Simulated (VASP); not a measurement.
Input of a VASP 6.6.1 run:

The input INCAR:

```
PREC = Accurate
ENCUT = 520
EDIFF = 1E-7
ISMEAR = 0
SIGMA = 0.1
LREAL = F
LASPH = T
NELM = 60
ALGO = Normal
ISIF = 2
LWAVE = F
LCHARG = T
LDIPOL = T
IDIPOL = 3
DIPOL = 0.5 0.5 0.348
GGA = PE
LELF = T
LVHAR = T
LVACPOTAV = T
NBANDS = 39
```

File KPOINTS:

```
regular mesh
0
Gamma
  7 7 1
```

POSCAR

```
Ge4S
1.0
    4.0740542171      0.0000000000      0.0000000000
    0.0000000000      4.0740542171      0.0000000000
    0.0000000000      0.0000000000     19.8557569412
Ge S
4 1
Direct
    0.0000000000      0.5000000000      0.2014529092
    0.0000000000      0.0000000000      0.2739958843
    0.5000000000      0.0000000000      0.3493666172
    0.5000000000      0.5000000000      0.4208228861
    0.8750000000      0.5000000000      0.4954367458
```

Potentials or basis: VASP PAW PBE potentials, release 64 (Ge_d, S).

Run with:

```sh
$ cat potpaw_PBE.64/Ge_d/POTCAR potpaw_PBE.64/S/POTCAR > POTCAR
$ mpirun -np 1 vasp_std > vasp.out
```

**Question.** Predict the band gap on the k mesh.

**Answer.** Zero (band 31 reaches -1.88 eV, above the bottom of band 32 at -2.39 eV).

**Question.** What does it give for the largest force?

**Answer.** 0.888 eV/Å.

Forces on the atoms (eV/Å):
```
Ge   0.051  0.000 -0.375
Ge   0.025  0.000  0.650
Ge  -0.375  0.000 -0.590
Ge  -0.588  0.000  0.341
S    0.887  0.000 -0.027
```
